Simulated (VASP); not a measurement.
Crystal: Tm3F.

```
Tm F
1.0
     3.46563    0.00000    0.00000
     0.00000    3.50969    0.00000
    -3.16434    0.00000   17.04267
Tm F
6 2
Direct
  0.94004 0.51214 0.25279
  0.94004 0.48786 0.75279
  0.58161 0.00987 0.39657
  0.58161 0.99013 0.89657
  0.30757 0.01286 0.11475
  0.30757 0.98714 0.61475
  0.17031 0.99314 0.98570
  0.17031 0.00686 0.48570
```

```yaml
Program: VASP 6.6.1
Task: relaxation of cell and atoms
Functional: PBE
Potentials_or_basis: VASP PAW PBE potentials, release 64 (Tm_3, F), 4f in core
Cutoff: 600 eV
k_mesh: 6 × 6 × 1
Occupations: gaussian, width 0.1 eV
Spin: no spin polarisation
```

At the start: pressure 1.3 GPa; volume 25.91 Å³/atom.

Question: How do energy, volume and symmetry change on relaxing?

Answer: Over 8 steps the energy falls by 4.8 meV/atom and the volume is 26.66 Å³/atom (+2.9 %); space group Pc (No. 7, to 0.1 Å) before, Pmn2_1 (No. 31, to 0.1 Å).

The path:
```tsv
step	energy change (eV)	largest force (eV/Å)	pressure (GPa)	volume (Å³)
1	0.0000	0.1193	1.29	207.29
2	-0.0273	0.0449	-0.29	213.61
3	-0.0276	0.0444	-0.13	212.98
4	-0.0339	0.0598	-0.06	213.13
5	-0.0361	0.0809	-0.01	213.26
6	-0.0361	0.0835	-0.01	213.28
7	-0.0376	0.0486	-0.01	213.28
8	-0.0383	0.0300	-0.02	213.28
```

Final structure:
```
CELL_PARAMETERS angstrom
3.52611 0.00000 -0.03029
0.00000 3.56937 0.00000
-3.37022 0.00000 16.97516
ATOMIC_POSITIONS crystal
Tm 0.94168 0.51177 0.25278
Tm 0.94168 0.48823 0.75278
Tm 0.58333 0.01052 0.39656
Tm 0.58333 0.98948 0.89656
Tm 0.30501 0.01151 0.11578
Tm 0.30501 0.98849 0.61578
F 0.16950 0.99390 0.98469
F 0.16950 0.00610 0.48469
```

Caveat: the k points lie up to 0.37 Å⁻¹ apart in the final cell, too coarse for converged energies and pressures of a metal; the run has no spin polarisation, though such a crystal can be magnetic.
